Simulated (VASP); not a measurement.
# C (Fd-3m) in VASP: notebook

Runs on C. Level: LDA. Tasks: single point.

All numbers are computed with VASP 6.6.1; they aren't measurements. Logs are shortened: lines on timing, memory, paths and dates and some standing lists are left out, and cuts for length are marked.

## (1) The cell of the first run

The structure is cubic, space group Fd-3m (No. 227). The conventional cell has a = 3.532 Å, b = 3.532 Å, c = 3.532 Å, α = 90.00°, β = 90.00°, γ = 90.00°. Within 2.0 Å of C (site symmetry -43m) lie 4 C at 1.53 Å.

## (2) Single point, LDA

File INCAR:

```
SYSTEM = C
ALGO = Normal
EDIFF = 1E-6
ENCUT = 600
GGA_COMPAT = .FALSE.
ISIF = 2
ISMEAR = 0
LASPH = .TRUE.
LCHARG = .TRUE.
LELF = .TRUE.
LREAL = .FALSE.
LVHAR = .TRUE.
LWAVE = .FALSE.
NBANDS = 11
NELM = 120
PREC = Accurate
SIGMA = 0.02
```

File KPOINTS:

```
k-points
0
G
  12 12 12
  0 0 0
```

File POSCAR:

```
C
1.0
    0.0000000000      1.7658688035      1.7658688035
    1.7658688035      0.0000000000      1.7658688035
    1.7658688035      1.7658688035      0.0000000000
C
2
Direct
    0.0000000000      0.0000000000      0.0000000000
    0.2500000000      0.2500000000      0.2500000000
```

Potentials or basis: VASP PAW LDA potentials, release 64 (C).

Launch:

```
> cat potpaw_LDA.64/C/POTCAR > POTCAR
> mpirun -np 1 vasp_std > vasp.out
```

OUTCAR:

```text
SYSTEM = C
   EDIFF = 1E-6
   ENCUT = 600
   ISIF = 2
   ISMEAR = 0
   LASPH = .TRUE.
   LREAL = .FALSE.
   NELM = 120
   PREC = Accurate

 ion  position               nearest neighbor table
   1  0.000  0.000  0.000-   2 1.53   2 1.53   2 1.53   2 1.53
   2  0.250  0.250  0.250-   1 1.53   1 1.53   1 1.53   1 1.53

  LATTYP: Found a face centered cubic cell.
 ALAT       =     3.5317376070

  Lattice vectors:

 A1 = (   0.0000000000,   1.7658688035,   1.7658688035)
 A2 = (   1.7658688035,   0.0000000000,   1.7658688035)
 A3 = (   1.7658688035,   1.7658688035,   0.0000000000)

Analysis of symmetry for initial positions (statically):
=====================================================================
 Subroutine PRICEL returns:
 Original cell was already a primitive cell.

 Routine SETGRP: Setting up the symmetry group for a
 face centered cubic supercell.

 Subroutine GETGRP returns: Found 48 space group operations
 (whereof 24 operations were pure point group operations)
 out of a pool of 48 trial point group operations.

The static configuration has the point symmetry T_d .
 The point group associated with its full space group is O_h .

Analysis of symmetry for dynamics (positions and initial velocities):
=====================================================================
 Subroutine PRICEL returns:
 Original cell was already a primitive cell.

 Routine SETGRP: Setting up the symmetry group for a
 face centered cubic supercell.

 Subroutine GETGRP returns: Found 48 space group operations
 (whereof 24 operations were pure point group operations)
 out of a pool of 48 trial point group operations.

The dynamic configuration has the point symmetry T_d .
 The point group associated with its full space group is O_h .

 Subroutine INISYM returns: Found 48 space group operations
 (whereof 24 operations are pure point group operations),
 and found     1 'primitive' translations

----------------------------------------------------------------------------------------

                                     Primitive cell

  volume of cell :      11.0130

  direct lattice vectors                    reciprocal lattice vectors
     0.000000000  1.765868804  1.765868804    -0.283146743  0.283146743  0.283146743
     1.765868804  0.000000000  1.765868804     0.283146743 -0.283146743  0.283146743
     1.765868804  1.765868804  0.000000000     0.283146743  0.283146743 -0.283146743

  length of vectors
     2.497315611  2.497315611  2.497315611     0.490424545  0.490424545  0.490424545

  position of ions in fractional coordinates (direct lattice)
     0.000000000  0.000000000  0.000000000
     0.250000000  0.250000000  0.250000000

  ion indices of the primitive-cell ions
   primitive index   ion index
                 1           1
                 2           2

----------------------------------------------------------------------------------------

 KPOINTS: k-points

Automatic generation of k-mesh.
 Grid dimensions read from file:
 generate k-points for:   12   12   12

 Generating k-lattice:

  Cartesian coordinates                     Fractional coordinates (reciprocal lattice)
    -0.023595562  0.023595562  0.023595562     0.083333333  0.000000000  0.000000000
     0.023595562 -0.023595562  0.023595562     0.000000000  0.083333333  0.000000000
     0.023595562  0.023595562 -0.023595562     0.000000000  0.000000000  0.083333333

  Length of vectors
     0.040868712  0.040868712  0.040868712

  Shift w.r.t. Gamma in fractional coordinates (k-lattice)
     0.000000000  0.000000000  0.000000000

 Subroutine IBZKPT returns following result:
 ===========================================

 Found     72 irreducible k-points:

 Following reciprocal coordinates:
            Coordinates               Weight
  0.000000  0.000000  0.000000      1.000000
  0.083333  0.000000  0.000000      8.000000
  0.166667  0.000000  0.000000      8.000000
  0.250000  0.000000  0.000000      8.000000
  0.333333  0.000000  0.000000      8.000000
  0.416667  0.000000  0.000000      8.000000
[... 16 lines left out ...]
  0.500000  0.166667  0.000000     24.000000
 -0.416667  0.166667  0.000000     24.000000
 [... further k-points ...]
   k-points           NKPTS =     72   k-points in BZ     NKDIM =     72   number of bands    NBANDS=     11
   number of dos      NEDOS =    301   number of ions     NIONS =      2
   total plane-waves  NPLWV =   8000
   dimension x,y,z NGX =    20 NGY =   20 NGZ =   20
   dimension x,y,z NGXF=    40 NGYF=   40 NGZF=   40
   ions per type =               2
   NGX,Y,Z   is equivalent  to a cutoff of  13.31, 13.31, 13.31 a.u.
   NGXF,Y,Z  is equivalent  to a cutoff of  26.63, 26.63, 26.63 a.u.
 SYSTEM =  C
   PREC   = accura    normal or accurate (medium, high low for compatibility)
   ISTART =      0    job   : 0-new  1-cont  2-samecut
   ICHARG =      2    charge: 1-file 2-atom 10-const
   ISPIN  =      1    spin polarized calculation?
   LNONCOLLINEAR =      F non collinear calculations
   LSORBIT =      F    spin-orbit coupling
   LASPH  =      T    aspherical Exc in radial PAW
   ENCUT  =  600.0 eV  44.10 Ry    6.64 a.u.   4.99  4.99  4.99*2*pi/ulx,y,z
   NELM   =    120;   NELMIN=  2; NELMDL= -5     # of ELM steps
   EDIFF  = 0.1E-05   stopping-criterion for ELM
   LREAL  =      F    real-space projection
   EDIFFG = 0.1E-04   stopping-criterion for IOM
   NSW    =      0    number of steps for IOM
   IBRION =     -1    ionic relax: 0-MD 1-quasi-New 2-CG
   NFREE  =      0    steps in history (QN), initial steepest desc. (CG)
   ISIF   =      2    stress and relaxation
   ISYM   =      2    0-nonsym 1-usesym 2-fastsym
   POTIM  = 0.5000    time-step for ionic-motion
   TEBEG  =    0.0;   TEEND  =   0.0 temperature during run
   PSTRESS=    0.0 pullay stress
   NELECT =       8.0000    total number of electrons
   NUPDOWN=      -1.0000    fix difference up-down
   EMIN   =  10.00;   EMAX   =-10.00  energy-range for DOS
   EFERMI =   0.00;   METHOD = LEGACY
   ISMEAR =     0;   SIGMA  =   0.02  broadening in eV -4-tet -1-fermi 0-gaus
   EFERMI_NEDOS =   21; number of points for ismear=-14 and -15
   IALGO  =     38    algorithm
   IMIX   =      4    mixing-type and parameters
     AMIX     =   0.40;   BMIX     =  1.00
     AMIX_MAG =   1.60;   BMIX_MAG =  1.00
  volume/ion in A,a.u.               =       5.51        37.16
  Fermi-wavevector in a.u.,A,eV,Ry     =   1.471645  2.781006 29.466668  2.165739
  Thomas-Fermi vector in A             =   2.586756
   LORBIT       =      0    0 simple, 1 ext, 2 COOP (PROOUT), +10 PAW based schemes
   GGA     = CA    functional components
   LHFCALC =     F    Hartree Fock is set to
   AEXX    =    0.0000 exact exchange contribution
   IVDW    =     0    specifies the selected vdW correction
   LEPSILON=     F    determine dielectric tensor
   LRPA    =     F    only Hartree local field effects (RPA)
 non-spin polarized calculation
 Gauss-broadening in eV      SIGMA  =   0.02
  energy-cutoff  :      600.00
  volume of cell :       11.01
 maximum number of plane-waves:       380
   NGX =  9   NGY =  9   NGZ =  9

 number of electron       7.9999998 magnetization

 Free energy of the ion-electron system (eV)
  ---------------------------------------------------
  ext. energy  EPLUGINS =         0.00000000
  ---------------------------------------------------
  free energy    TOTEN  =       -20.25207209 eV

  energy without entropy =      -20.25207209  energy(sigma->0) =      -20.25207209

 E-fermi :  10.4175     XC(G=0): -13.6432

 val. band max:       10.1596132129   @ k =   0.0000   0.0000   0.0000
 cond. band min:      14.3570331470   @ k =   0.3333   0.3333   0.0000
 fundamental gap:      4.1974199341
 Fermi energy:        10.4174667873

 k-point     1 :       0.0000    0.0000    0.0000
  band No.  band energies     occupation
      1     -11.5564      2.00000
      2      10.1596      2.00000
      3      10.1596      2.00000
      4      10.1596      2.00000
      5      15.7858      0.00000
      6      15.7858      0.00000
      7      15.7858      0.00000
      8      24.3973      0.00000
      9      29.5566      0.00000
     10      37.1246      0.00000
     11      37.1246      0.00000

 k-point     2 :       0.0833    0.0000    0.0000
  band No.  band energies     occupation
      1     -11.3606      2.00000
      2       8.9181      2.00000
      3       9.8271      2.00000
      4       9.8271      2.00000
      5      16.2204      0.00000
      6      16.2204      0.00000
      7      16.5390      0.00000
      8      24.5053      0.00000
      9      29.8683      0.00000
     10      34.7964      0.00000
     11      34.7964      0.00000

 k-point     3 :       0.1667    0.0000    0.0000
  band No.  band energies     occupation
      1     -10.7749      2.00000
      2       6.3576      2.00000
      3       9.1078      2.00000
      4       9.1078      2.00000
      5      17.1594      0.00000
      6      17.1594      0.00000
      7      17.7324      0.00000
      8      24.8102      0.00000
      9      30.5197      0.00000
     10      33.1515      0.00000
     11      33.1515      0.00000

 k-point     4 :       0.2500    0.0000    0.0000
  band No.  band energies     occupation
      1      -9.8067      2.00000
      2       3.4843      2.00000
      3       8.3688      2.00000
      4       8.3688      2.00000
      5      18.0252      0.00000
      6      18.0252      0.00000
      7      18.6274      0.00000
      8      25.2283      0.00000
      9      30.9613      0.00000
     10      32.7249      0.00000
     11      32.7249      0.00000
[... 239 lines left out ...]
 k-point    22 :       0.4167    0.1667    0.0000
  band No.  band energies     occupation
      1      -7.2914      2.00000
      2       0.2593      2.00000
      3       5.8471      2.00000
      4       5.9958      2.00000
      5      16.8967      0.00000
      6      21.2818      0.00000
      7      21.6370      0.00000
      8      22.9793      0.00000
      9      31.2790      0.00000
     10      32.9600      0.00000
     11      37.8443      0.00000

 k-point    23 :       0.5000    0.1667    0.0000
  band No.  band energies     occupation
      1      -5.6361      2.00000
      2      -2.0625      2.00000
      3       5.1083      2.00000
      4       6.0883      2.00000
      5      17.3098      0.00000
      6      20.9969      0.00000
      7      21.8230      0.00000
      8      24.5725      0.00000
      9      30.3492      0.00000
     10      34.2646      0.00000
     11      36.9998      0.00000

 k-point    24 :      -0.4167    0.1667    0.0000
  band No.  band energies     occupation
      1      -5.1620      2.00000
      2      -2.6247      2.00000
      3       4.6044      2.00000
      4       6.4791      2.00000
      5      17.7560      0.00000
      6      20.4974      0.00000
      7      21.8064      0.00000
      8      25.7573      0.00000
      9      29.6622      0.00000
     10      34.5512      0.00000
     11      34.9735      0.00000

 [... further k-points ...]
[... 5 lines left out ...]
  --------------------------------------------------------------------------------------
  -------------------------------------------------------------------------------------
  Total        0.0571763      0.0571763      0.0571763      0.0000000      0.0000000      0.0000000
  in kB        8.3180425      8.3180425      8.3180425      0.0000000      0.0000000      0.0000000
  external PRESSURE =       8.3180425 kB  Pullay stress =       0.0000000 kB

 VOLUME and BASIS-vectors are now :
 -----------------------------------------------------------------------------
  energy-cutoff  :      600.00
  volume of cell :       11.01
      direct lattice vectors                 reciprocal lattice vectors
     0.000000000  1.765868804  1.765868804    -0.283146743  0.283146743  0.283146743
     1.765868804  0.000000000  1.765868804     0.283146743 -0.283146743  0.283146743
     1.765868804  1.765868804  0.000000000     0.283146743  0.283146743 -0.283146743

 POSITION                                       TOTAL-FORCE (eV/Angst)
 -----------------------------------------------------------------------------------
      0.00000      0.00000      0.00000        -0.000000     -0.000000     -0.000000
      0.88293      0.88293      0.88293         0.000000      0.000000      0.000000
 -----------------------------------------------------------------------------------
    total drift:                                0.000000      0.000000      0.000000

  FREE ENERGIE OF THE ION-ELECTRON SYSTEM (eV)
  ---------------------------------------------------
  free  energy   TOTEN  =       -20.2520720875 eV

  energy  without entropy=      -20.2520720875  energy(sigma->0) =      -20.25207209
```

Run time: 4.6 s. Hardware: 1 thread of AMD EPYC 9R45 (Zen 5), shared host; peak memory 0.08 GiB.

Results:

| Property | Result |
| --- | --- |
| Free energy | -20.2521 eV |
| Pressure | 0.8 GPa |
| Band gap on the k mesh | 4.20 eV, indirect (least direct gap 5.63 eV) |

A k mesh can miss the band edges.

## (3) Single point, LDA

File INCAR:

```
SYSTEM = C
PREC = Accurate
ENCUT = 600
EDIFF = 1E-6
ISMEAR = 0
SIGMA = 0.02
LREAL = .FALSE.
LASPH = .TRUE.
NELM = 120
ALGO = Normal
ISIF = 2
LWAVE = .FALSE.
LCHARG = .FALSE.
GGA = CA
NBANDS = 11
GGA_COMPAT = .FALSE.
```

File KPOINTS:

```
regular mesh
0
G
  12 12 12
  0 0 0
```

POSCAR is that of step 2.

Potentials or basis: VASP PAW LDA potentials, release 64 (C).

Launch:

```
> cat potpaw_LDA.64/C/POTCAR > POTCAR
> mpirun -np 1 vasp_std > vasp.out
```

Run time: 4.4 s. Hardware: 1 thread of AMD EPYC 9R45 (Zen 5), shared host; peak memory 0.08 GiB.

Results (log left out):

| Quantity | Value |
| --- | --- |
| Free energy | -20.2521 eV |
| Pressure | 0.8 GPa |
| Band gap on the k mesh | 4.20 eV, indirect (least direct gap 5.63 eV) |

Levels at points of the mesh, in eV from the valence-band top:
```
           k point  band 2  band 3  band 4  band 5  band 6  band 7
(0.00, 0.00, 0.00)    0.00    0.00    0.00    5.63    5.63    5.63
(0.50, 0.00, 0.00)  -13.69   -2.87   -2.87    8.51    8.51    9.42
(0.50, 0.50, 0.00)  -12.82   -6.47   -6.47    4.77    4.77   17.08
```

A k mesh can miss the band edges.
